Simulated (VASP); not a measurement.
# B (Pm-3m) in VASP: further runs

B is run at these levels: PBE; tasks: single point.

Everything below comes from runs of VASP 6.6.1. Logs are shortened: lines on timing, memory, paths and dates and some standing lists are left out, and cuts for length are marked.

## Step 1: The cell of the first run

Symmetry: Pm-3m, No. 221, cubic system. Conventional cell: a = 1.589 Å, b = 1.589 Å, c = 1.589 Å, α = 90.00°, β = 90.00°, γ = 90.00°. Within 2.1 Å of B (site symmetry m-3m) lie 6 B at 1.59 Å.

## Step 2: Single point, PBE (volume scaled by 0.6)

INCAR reads:

```
SYSTEM = B
ALGO     = Normal         ! electronic algorithm
EDIFF    = 1E-6           ! SCF threshold, eV
ENCUT    = 520            ! plane-wave cutoff, eV
GGA      = PE             ! functional
ISIF     = 2              ! what is computed and relaxed
ISMEAR   = -1             ! smearing method
LASPH    = .TRUE.         ! aspherical terms in the spheres
LCHARG   = .TRUE.         ! write CHGCAR
LELF     = .TRUE.         ! ELF
LREAL    = .FALSE.        ! projectors in reciprocal space
LVHAR    = .TRUE.       
LWAVE    = .FALSE.        ! write WAVECAR
NBANDS   = 8              ! bands
NELM     = 60             ! most SCF steps
PREC     = Accurate       ! precision mode
SIGMA    = 0.05           ! smearing width, eV
```

KPOINTS reads:

```
k-points
0
G
  22 22 22
  0 0 0
```

POSCAR reads:

```
B
1.0
    1.5892094711      0.0000000000      0.0000000000
    0.0000000000      1.5892094711      0.0000000000
    0.0000000000      0.0000000000      1.5892094711
B
1
Direct
    0.0000000000      0.0000000000      0.0000000000
```

Potentials or basis: VASP PAW PBE potentials, release 64 (B).

On the command line:

```bash
> cat potpaw_PBE.64/B/POTCAR > POTCAR
> mpirun -np 1 vasp_std > vasp.out
```

OUTCAR:

```text
SYSTEM = B
   EDIFF = 1E-6
   ENCUT = 520
   GGA = PE
   ISIF = 2
   ISMEAR = -1
   LASPH = .TRUE.
   LREAL = .FALSE.
   NELM = 60
   PREC = Accurate

 ion  position               nearest neighbor table
   1  0.000  0.000  0.000-

  LATTYP: Found a simple cubic cell.
 ALAT       =     1.5892094711

  Lattice vectors:

 A1 = (   1.5892094711,   0.0000000000,   0.0000000000)
 A2 = (   0.0000000000,   1.5892094711,   0.0000000000)
 A3 = (   0.0000000000,   0.0000000000,   1.5892094711)

Analysis of symmetry for initial positions (statically):
=====================================================================
 Subroutine PRICEL returns:
 Original cell was already a primitive cell.

 Routine SETGRP: Setting up the symmetry group for a
 simple cubic supercell.

 Subroutine GETGRP returns: Found 48 space group operations
 (whereof 48 operations were pure point group operations)
 out of a pool of 48 trial point group operations.

The static configuration has the point symmetry O_h .

Analysis of symmetry for dynamics (positions and initial velocities):
=====================================================================
 Subroutine PRICEL returns:
 Original cell was already a primitive cell.

 Routine SETGRP: Setting up the symmetry group for a
 simple cubic supercell.

 Subroutine GETGRP returns: Found 48 space group operations
 (whereof 48 operations were pure point group operations)
 out of a pool of 48 trial point group operations.

The dynamic configuration has the point symmetry O_h .

 Subroutine INISYM returns: Found 48 space group operations
 (whereof 48 operations are pure point group operations),
 and found     1 'primitive' translations

----------------------------------------------------------------------------------------

                                     Primitive cell

  volume of cell :       4.0137

  direct lattice vectors                    reciprocal lattice vectors
     1.589209471  0.000000000  0.000000000     0.629243670  0.000000000  0.000000000
     0.000000000  1.589209471  0.000000000     0.000000000  0.629243670  0.000000000
     0.000000000  0.000000000  1.589209471     0.000000000  0.000000000  0.629243670

  length of vectors
     1.589209471  1.589209471  1.589209471     0.629243670  0.629243670  0.629243670

  position of ions in fractional coordinates (direct lattice)
     0.000000000  0.000000000  0.000000000

  ion indices of the primitive-cell ions
   primitive index   ion index
                 1           1

----------------------------------------------------------------------------------------

 KPOINTS: k-points

Automatic generation of k-mesh.
 Grid dimensions read from file:
 generate k-points for:   22   22   22

 Generating k-lattice:

  Cartesian coordinates                     Fractional coordinates (reciprocal lattice)
     0.028601985  0.000000000  0.000000000     0.045454545  0.000000000  0.000000000
     0.000000000  0.028601985  0.000000000     0.000000000  0.045454545  0.000000000
     0.000000000  0.000000000  0.028601985     0.000000000  0.000000000  0.045454545

  Length of vectors
     0.028601985  0.028601985  0.028601985

  Shift w.r.t. Gamma in fractional coordinates (k-lattice)
     0.000000000  0.000000000  0.000000000

 Subroutine IBZKPT returns following result:
 ===========================================

 Found    364 irreducible k-points:

 Following reciprocal coordinates:
            Coordinates               Weight
  0.000000  0.000000  0.000000      1.000000
  0.045455  0.000000  0.000000      6.000000
  0.090909  0.000000  0.000000      6.000000
  0.136364  0.000000  0.000000      6.000000
  0.181818  0.000000  0.000000      6.000000
  0.227273  0.000000  0.000000      6.000000
[... 16 lines left out ...]
  0.500000  0.045455  0.000000     12.000000
  0.090909  0.090909  0.000000     12.000000
 [... further k-points ...]
   k-points           NKPTS =    364   k-points in BZ     NKDIM =    364   number of bands    NBANDS=      8
   number of dos      NEDOS =    301   number of ions     NIONS =      1
   total plane-waves  NPLWV =   1728
   dimension x,y,z NGX =    12 NGY =   12 NGZ =   12
   dimension x,y,z NGXF=    24 NGYF=   24 NGZF=   24
   ions per type =               1
   NGX,Y,Z   is equivalent  to a cutoff of  12.55, 12.55, 12.55 a.u.
   NGXF,Y,Z  is equivalent  to a cutoff of  25.11, 25.11, 25.11 a.u.
 SYSTEM =  B
   PREC   = accura    normal or accurate (medium, high low for compatibility)
   ISTART =      0    job   : 0-new  1-cont  2-samecut
   ICHARG =      2    charge: 1-file 2-atom 10-const
   ISPIN  =      1    spin polarized calculation?
   LNONCOLLINEAR =      F non collinear calculations
   LSORBIT =      F    spin-orbit coupling
   LASPH  =      T    aspherical Exc in radial PAW
   ENCUT  =  520.0 eV  38.22 Ry    6.18 a.u.   2.95  2.95  2.95*2*pi/ulx,y,z
   NELM   =     60;   NELMIN=  2; NELMDL= -5     # of ELM steps
   EDIFF  = 0.1E-05   stopping-criterion for ELM
   LREAL  =      F    real-space projection
   EDIFFG = 0.1E-04   stopping-criterion for IOM
   NSW    =      0    number of steps for IOM
   IBRION =     -1    ionic relax: 0-MD 1-quasi-New 2-CG
   NFREE  =      0    steps in history (QN), initial steepest desc. (CG)
   ISIF   =      2    stress and relaxation
   ISYM   =      2    0-nonsym 1-usesym 2-fastsym
   POTIM  = 0.5000    time-step for ionic-motion
   TEBEG  =    0.0;   TEEND  =   0.0 temperature during run
   PSTRESS=    0.0 pullay stress
   NELECT =       3.0000    total number of electrons
   NUPDOWN=      -1.0000    fix difference up-down
   EMIN   =  10.00;   EMAX   =-10.00  energy-range for DOS
   EFERMI =   0.00;   METHOD = LEGACY
   ISMEAR =    -1;   SIGMA  =   0.05  broadening in eV -4-tet -1-fermi 0-gaus
   EFERMI_NEDOS =   21; number of points for ismear=-14 and -15
   IALGO  =     38    algorithm
   IMIX   =      4    mixing-type and parameters
     AMIX     =   0.40;   BMIX     =  1.00
     AMIX_MAG =   1.60;   BMIX_MAG =  1.00
  volume/ion in A,a.u.               =       4.01        27.09
  Fermi-wavevector in a.u.,A,eV,Ry     =   1.485710  2.807585 30.032613  2.207335
  Thomas-Fermi vector in A             =   2.599088
   LORBIT       =      0    0 simple, 1 ext, 2 COOP (PROOUT), +10 PAW based schemes
   GGA     = PE    functional components
   LHFCALC =     F    Hartree Fock is set to
   AEXX    =    0.0000 exact exchange contribution
   IVDW    =     0    specifies the selected vdW correction
   LEPSILON=     F    determine dielectric tensor
   LRPA    =     F    only Hartree local field effects (RPA)
 non-spin polarized calculation
  energy-cutoff  :      520.00
  volume of cell :        4.01
 maximum number of plane-waves:       116
 NGX is ok and might be reduce to    12
   NGX =  5   NGY =  5   NGZ =  5

 number of electron       3.0000000 magnetization

 Free energy of the ion-electron system (eV)
  ---------------------------------------------------
  ext. energy  EPLUGINS =         0.00000000
  ---------------------------------------------------
  free energy    TOTEN  =        -3.93396330 eV

  energy without entropy =       -3.93266883  energy(sigma->0) =       -3.93331606

 E-fermi :  13.0975     XC(G=0): -14.6434

 val. band max:       13.0894905684   @ k =   0.5000   0.3636   0.3182
 cond. band min:      13.1437661122   @ k =   0.4545   0.3636   0.2727
 fundamental gap:      0.0542755438
 Fermi energy:        13.0974955515

 k-point     1 :       0.0000    0.0000    0.0000
  band No.  band energies     occupation
      1      -8.2888      2.00000
      2      33.4713      0.00000
      3      33.4713      0.00000
      4      33.4713      0.00000
      5      44.8434      0.00000
      6      44.8434      0.00000
      7      62.5709      0.00000
      8      88.3342      0.00000

 k-point     2 :       0.0455    0.0000    0.0000
  band No.  band energies     occupation
      1      -8.1996      2.00000
      2      32.1324      0.00000
      3      33.5650      0.00000
      4      33.5650      0.00000
      5      44.9610      0.00000
      6      46.3502      0.00000
      7      62.4147      0.00000
      8      87.4293      0.00000

 k-point     3 :       0.0909    0.0000    0.0000
  band No.  band energies     occupation
      1      -7.9324      2.00000
      2      29.2587      0.00000
      3      33.8438      0.00000
      4      33.8438      0.00000
      5      45.3124      0.00000
      6      49.7044      0.00000
      7      61.9860      0.00000
      8      84.9848      0.00000

 k-point     4 :       0.1364    0.0000    0.0000
  band No.  band energies     occupation
      1      -7.4887      2.00000
      2      25.9864      0.00000
      3      34.3014      0.00000
      4      34.3014      0.00000
      5      45.8978      0.00000
      6      53.6451      0.00000
      7      61.4416      0.00000
      8      81.6867      0.00000

 k-point     5 :       0.1818    0.0000    0.0000
  band No.  band energies     occupation
      1      -6.8707      2.00000
      2      22.6997      0.00000
      3      34.9250      0.00000
      4      34.9250      0.00000
      5      46.7136      0.00000
      6      57.1259      0.00000
      7      61.4730      0.00000
      8      78.1254      0.00000

 k-point     6 :       0.2273    0.0000    0.0000
  band No.  band energies     occupation
      1      -6.0829      2.00000
      2      19.5290      0.00000
      3      35.6941      0.00000
      4      35.6941      0.00000
      5      47.7524      0.00000
      6      57.9783      0.00000
      7      64.1095      0.00000
      8      74.6124      0.00000

 k-point     7 :       0.2727    0.0000    0.0000
  band No.  band energies     occupation
      1      -5.1333      2.00000
      2      16.5348      0.00000
      3      36.5766      0.00000
      4      36.5766      0.00000
      5      49.0041      0.00000
      6      57.3458      0.00000
      7      68.0796      0.00000
      8      71.3168      0.00000
[... 133 lines left out ...]
 k-point    20 :       0.3636    0.0455    0.0000
  band No.  band energies     occupation
      1      -2.7261      2.00000
      2      11.2773      2.00000
      3      37.5958      0.00000
      4      38.5476      0.00000
      5      52.9778      0.00000
      6      54.8082      0.00000
      7      64.9853      0.00000
      8      65.9332      0.00000

 k-point    21 :       0.4091    0.0455    0.0000
  band No.  band energies     occupation
      1      -1.4684      2.00000
      2       9.0817      2.00000
      3      38.4870      0.00000
      4      39.3685      0.00000
      5      53.9228      0.00000
      6      54.5946      0.00000
      7      62.9867      0.00000
      8      63.9687      0.00000

 k-point    22 :       0.4545    0.0455    0.0000
  band No.  band energies     occupation
      1      -0.3628      2.00000
      2       7.4126      2.00000
      3      39.1250      0.00000
      4      39.9444      0.00000
      5      53.3467      0.00000
      6      55.9992      0.00000
      7      61.5105      0.00000
      8      62.7028      0.00000

 k-point    23 :       0.5000    0.0455    0.0000
  band No.  band energies     occupation
      1       0.1327      2.00000
      2       6.7293      2.00000
      3      39.3601      0.00000
      4      40.1537      0.00000
      5      53.1314      0.00000
      6      56.6746      0.00000
      7      60.8695      0.00000
      8      62.2632      0.00000

 k-point    24 :       0.0909    0.0909    0.0000
  band No.  band energies     occupation
      1      -7.5741      2.00000
      2      28.1894      0.00000
      3      31.3934      0.00000
      4      34.2152      0.00000
      5      48.1996      0.00000
      6      51.8360      0.00000
      7      61.1882      0.00000
      8      81.9596      0.00000

 [... further k-points ...]

------------------------ aborting loop because EDIFF is reached ----------------------------------------

  FORCE on cell =-STRESS in cart. coord.  units (eV):
  Direction    XX          YY          ZZ          XY          YZ          ZX
  --------------------------------------------------------------------------------------
  -------------------------------------------------------------------------------------
  Total        7.3910634      7.3910634      7.3910634     -0.0000000      0.0000000      0.0000000
  in kB     2950.3536605   2950.3536605   2950.3536605     -0.0000000      0.0000000      0.0000000
  external PRESSURE =    2950.3536605 kB  Pullay stress =       0.0000000 kB

 VOLUME and BASIS-vectors are now :
 -----------------------------------------------------------------------------
  energy-cutoff  :      520.00
  volume of cell :        4.01
      direct lattice vectors                 reciprocal lattice vectors
     1.589209471  0.000000000  0.000000000     0.629243670  0.000000000  0.000000000
     0.000000000  1.589209471  0.000000000     0.000000000  0.629243670  0.000000000
     0.000000000  0.000000000  1.589209471     0.000000000  0.000000000  0.629243670

 POSITION                                       TOTAL-FORCE (eV/Angst)
 -----------------------------------------------------------------------------------
      0.00000      0.00000      0.00000         0.000000      0.000000      0.000000
 -----------------------------------------------------------------------------------
    total drift:                                0.000000     -0.000000     -0.000000

  FREE ENERGIE OF THE ION-ELECTRON SYSTEM (eV)
  ---------------------------------------------------
  free  energy   TOTEN  =        -3.9339632995 eV

  energy  without entropy=       -3.9326688291  energy(sigma->0) =       -3.93331606
```

Run time: 6.4 s. Hardware: 1 thread of Intel Xeon Platinum 8488C (Sapphire Rapids), shared host; peak memory 0.11 GiB.

Results:

```
Free energy : -3.9340 eV
Pressure    : 295.0 GPa
```

Levels at points of the mesh, in eV from the Fermi level:
| k point | band 1 | band 2 | band 3 | band 4 | band 5 | band 6 |
| --- | --- | --- | --- | --- | --- | --- |
| (0.00, 0.00, 0.00) | -21.39 | 20.37 | 20.37 | 20.37 | 31.75 | 31.75 |
| (0.50, 0.00, 0.00) | -13.08 | -6.42 | 26.97 | 26.97 | 41.66 | 42.66 |
| (0.50, 0.50, 0.00) | -3.31 | -3.31 | 8.40 | 10.61 | 32.41 | 56.01 |
| (0.50, 0.50, 0.50) | 5.24 | 5.24 | 5.24 | 20.62 | 20.62 | 20.62 |

## Step 3: Single point, PBE (volume scaled by 0.68)

INCAR reads:

```
ALGO = Normal ; EDIFF = 1E-7
ENCUT = 520 ; GGA = PE
ISIF = 2 ; ISMEAR = -1
LASPH = T ; LCHARG = T
LELF = T ; LREAL = F
LVHAR = T ; LWAVE = F
NBANDS = 8 ; NELM = 80
PREC = Accurate ; SIGMA = 0.05
```

KPOINTS reads:

```
k-points
0
Gamma
  22 22 22
```

POSCAR reads:

```
B
1.0
    1.6569155180      0.0000000000      0.0000000000
    0.0000000000      1.6569155180      0.0000000000
    0.0000000000      0.0000000000      1.6569155180
B
1
Direct
    0.0000000000      0.0000000000      0.0000000000
```

Potentials or basis: VASP PAW PBE potentials, release 64 (B).

On the command line:

```bash
> cat potpaw_PBE.64/B/POTCAR > POTCAR
> mpirun -np 1 vasp_std > vasp.out
```

Run time: 7.2 s. Hardware: 1 thread of Intel Xeon Platinum 8488C (Sapphire Rapids), shared host; peak memory 0.11 GiB.

The run converged. Its results:

```
Free energy : -4.7132 eV
Pressure    : 179.6 GPa
```

Levels at points of the mesh, in eV from the Fermi level:
```tsv
k point	band 1	band 2	band 3	band 4	band 5
(0.00, 0.00, 0.00)	-19.89	18.50	18.50	18.50	29.61
(0.50, 0.00, 0.00)	-11.72	-6.43	24.32	24.32	38.44
(0.50, 0.50, 0.00)	-2.93	-2.93	8.36	8.77	29.11
(0.50, 0.50, 0.50)	4.72	4.72	4.72	19.51	19.51
```

## Step 4: Single point, PBE (volume scaled by 0.76)

INCAR reads:

```
  PREC = Accurate
  ENCUT = 520
  EDIFF = 1E-6
  ISMEAR = -1
  SIGMA = 0.05
  LREAL = F
  LASPH = T
  NELM = 100
  ALGO = Normal
  ISIF = 2
  LWAVE = F
  LCHARG = F
  GGA = PE
  NBANDS = 8
```

KPOINTS reads:

```
regular mesh
0
Gamma
  22 22 22
```

POSCAR reads:

```
B
1.0
    1.7194989907      0.0000000000      0.0000000000
    0.0000000000      1.7194989907      0.0000000000
    0.0000000000      0.0000000000      1.7194989907
B
1
Direct
    0.0000000000      0.0000000000      0.0000000000
```

On the command line:

```bash
> cat potpaw_PBE.64/B/POTCAR > POTCAR
> mpirun -np 1 vasp_std > vasp.out
```

Wall time 7.1 s (1 thread of Intel Xeon Platinum 8488C (Sapphire Rapids), shared host); peak memory 0.11 GiB.

Results (log left out):

```
Free energy : -5.1811 eV
Pressure    : 105.4 GPa
```

Levels at points of the mesh, in eV from the Fermi level:
| k point | band 1 | band 2 | band 3 | band 4 | band 5 |
| --- | --- | --- | --- | --- | --- |
| (0.00, 0.00, 0.00) | -18.65 | 16.95 | 16.95 | 16.95 | 27.84 |
| (0.50, 0.00, 0.00) | -10.63 | -6.42 | 22.14 | 22.14 | 35.77 |
| (0.50, 0.50, 0.00) | -2.63 | -2.63 | 7.30 | 8.29 | 26.40 |
| (0.50, 0.50, 0.50) | 4.29 | 4.29 | 4.29 | 18.58 | 18.58 |

## Step 5: Single point, PBE (volume scaled by 0.76)

INCAR reads:

```
SYSTEM = B
PREC = Accurate ; ENCUT = 520
EDIFF = 1E-7 ; ISMEAR = -1
SIGMA = 0.05 ; LREAL = .FALSE.
LASPH = .TRUE. ; NELM = 80
ALGO = Normal ; ISIF = 2
LWAVE = .FALSE. ; LCHARG = .TRUE.
GGA = PE ; LELF = .TRUE.
LVHAR = .TRUE. ; NBANDS = 8
```

KPOINTS reads:

```
Automatic mesh
0
G
  22 22 22
  0 0 0
```

POSCAR is that of step 4.

On the command line:

```bash
> cat potpaw_PBE.64/B/POTCAR > POTCAR
> mpirun -np 1 vasp_std > vasp.out
```

It used 4.8 s of CPU time on 1 thread of Intel(R) Xeon(R) Platinum 8488C (Sapphire Rapids), with other jobs on the host.

The run converged. Its results:

| Quantity | Value |
| --- | --- |
| Free energy | -5.1811 eV |
| Pressure | 105.4 GPa |

Levels at points of the mesh, in eV from the Fermi level:
```csv
k point,band 1,band 2,band 3,band 4,band 5,band 6,band 7
"(0.00, 0.00, 0.00)",-18.65,16.95,16.95,16.95,27.84,27.84,41.15
"(0.50, 0.00, 0.00)",-10.63,-6.42,22.14,22.14,35.77,36.89,42.68
"(0.50, 0.50, 0.00)",-2.63,-2.63,7.30,8.29,26.40,48.11,48.11
"(0.50, 0.50, 0.50)",4.29,4.29,4.29,18.58,18.58,18.58,23.84
```

[end of part 1 of 2]
